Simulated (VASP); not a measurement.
Input of a VASP 6.6.1 run:

The input INCAR:

```
ALGO = Fast
EDIFF = 1E-7
ENCUT = 520
GGA = PE
ISIF = 2
ISMEAR = 0
LASPH = T
LCHARG = F
LREAL = F
LWAVE = F
NBANDS = 16
NELM = 80
PREC = Accurate
SIGMA = 0.027000000000000003
```

File KPOINTS:

```
k-points
0
Gamma
  11 11 6
```

Contents of POSCAR:

```
Ir
1.0
    2.7513778946      0.0000000000      0.0000000000
   -1.3756889473      2.3827631521      0.0000000000
    0.0000000000      0.0000000000      4.4622900000
Ir
2
Direct
    0.3333333333      0.6666666667      0.2500000000
    0.6666666667      0.3333333333      0.7500000000
```

Potentials or basis: VASP PAW PBE potentials, release 64 (Ir).

Command:

```sh
$ cat potpaw_PBE.64/Ir/POTCAR > POTCAR
$ mpirun -np 1 vasp_std > vasp.out
```

Problem. Estimate the pressure.

Solution. -1.0 GPa.

Problem. Predict the band gap on the k mesh.

Solution. Zero (band 9 reaches 10.85 eV, above the bottom of band 10 at 7.78 eV).

Stress tensor (GPa, compression positive):
```
-1.16  0.00  0.00
 0.00 -1.16  0.00
 0.00  0.00 -0.53
```

Caveat: spin-orbit coupling is left out, which moves the levels of the heavy elements.
